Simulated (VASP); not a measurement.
Runs of VASP 6.6.1 on Al2Cu. The structure is that of space group I4/mcm (No. 140), or close to it. The cells are those of the table. 

| cell | further INCAR settings | gap on the mesh (eV) | pressure (GPa) | largest force (eV/Å) |
| --- | --- | --- | --- | --- |
| a = 5.099 Å, angles 104.6, 104.6, 119.6°, 6 atoms | ALGO = Fast; EDIFF = 1e-06; NBANDS = 26 | none | (b) | 0.07 |
| a = 5.124 Å, angles 104.2, 104.2, 120.6°, 6 atoms | ALGO = Fast; EDIFF = 1e-06; NBANDS = 26 | none | (c) | 0.04 |
| a = 5.076 Å, angles 103.4, 103.4, 122.5°, 6 atoms | ALGO = Fast; EDIFF = 1e-06; NBANDS = 26 | none | -6.6 | 0.05 |
| a = 5.091 Å, angles 102.8, 102.8, 123.9°, 6 atoms | ALGO = Fast; EDIFF = 1e-06; NBANDS = 26 | none | -6.1 | 0.11 |
| a = 5.050 Å, angles 104.6, 104.6, 119.6°, 6 atoms | ALGO = Fast; EDIFF = 1e-07; NBANDS = 26 | none | -6.4 | 0.07 |
| a = 5.065 Å, angles 103.2, 103.2, 123.0°, 6 atoms | ALGO = Fast; EDIFF = 1e-06; NBANDS = 26 | none | -5.5 | 0.08 |
| a = 4.902 Å, angles 104.7, 104.7, 119.6°, 6 atoms | ALGO = Fast; EDIFF = 1e-07; NBANDS = 26 | none | 1.2 | 0.04 |
| a = 4.943 Å, angles 102.7, 102.7, 124.0°, 6 atoms | ALGO = Fast; EDIFF = 1e-07; NBANDS = 26 | none | (a) | 0.20 |

Alike in all rows: task single point; level PBE; potentials or basis VASP PAW PBE potentials, release 64 (Al, Cu); no spin polarisation; k mesh 10 × 10 × 10; cutoff (eV) 520; smearing gaussian 0.15 eV.

Task: Estimate the missing entries.

Result: (a) 1.9; (b) -8.2; (c) -8.8.

Caveats: the cell stands under tension (at least some runs).

A gap of «none» marks levels without a gap at the run's occupations.
